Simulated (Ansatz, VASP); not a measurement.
## HfB3: VASP beside Ansatz

```
CELL_PARAMETERS angstrom
3.03206 0.00000 0.00000
-1.51603 2.62584 0.00000
0.00000 0.00000 5.13737
ATOMIC_POSITIONS crystal
Hf 0.00000 0.00000 0.50000
B 0.00000 0.00000 0.00000
B 0.33333 0.66667 0.15482
B 0.33333 0.66667 0.84518
```

Change from the starting cell: the structure that the rattled cell fell into.

Alike in both runs: functional PBE; k mesh 18 × 18 × 10; occupations gaussian, width 0.1 eV; no spin polarisation.

Ansatz relaxed the structure, and its values are those at the end. VASP's run is a single point on that final structure, the one shown.

```csv
,VASP,Ansatz
version,VASP 6.6.1,Ansatz 0.2.0
potentials or method,"VASP PAW PBE potentials, release 64 (Hf_pv, B), cutoff 520 eV","scalar-relativistic, plane waves, PAW"
valence electrons in the cell,19,35
```

Ansatz gave:

* gap on the k mesh at the Fermi level (eV): none
* pressure (GPa): 0.0
* rms of the force components (eV/Å): 0.000

Q: What did VASP give for the same quantities?

A: gap on the k mesh at the Fermi level (eV): none; pressure (GPa): -0.1; rms of the force components (eV/Å): 0.010.

A gap of «none» marks a metal or a gap that the smearing closes. VASP's potentials hold 19 valence electrons a cell and Ansatz's 35, so a difference there can come from the potentials and not from the codes.

Neither program's run includes spin-orbit coupling.
